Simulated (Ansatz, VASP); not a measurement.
**Nb: VASP beside Ansatz**

```
Nb
1.0
     2.82743    0.00000    0.00000
    -1.41371    2.44862    0.00000
     0.00000    0.00000   10.41475
Nb
4
Cartesian
  0.0000 0.0000 0.0000
  0.0000 0.0000 5.2074
  0.0000 1.6324 7.8111
  1.4137 0.8162 2.6037
```

Alike in both runs: functional PBEsol; k mesh 18 × 18 × 6; occupations gaussian, width 0.1 eV; no spin polarisation.

Ansatz relaxed the structure, and its values are those at the end. VASP's run is a single point on that final structure, the one shown.

|  | VASP | Ansatz |
| --- | --- | --- |
| version | VASP 6.6.1 | Ansatz 0.2.0 |
| potentials or method | VASP PAW PBE potentials, release 64 (Nb_sv), cutoff 520 eV | scalar-relativistic, plane waves, PAW |
| valence electrons in the cell | 52 | 52 |

Ansatz gave:

```
gap on the k mesh at the Fermi level (eV) : none
pressure (GPa)                            : 0.0
```

What did VASP give for the same quantities?

gap on the k mesh at the Fermi level (eV): none; pressure (GPa): -0.3.

VASP's potentials were made for PBE, not for PBEsol. A gap of «none» marks a metal or a gap that the smearing closes.
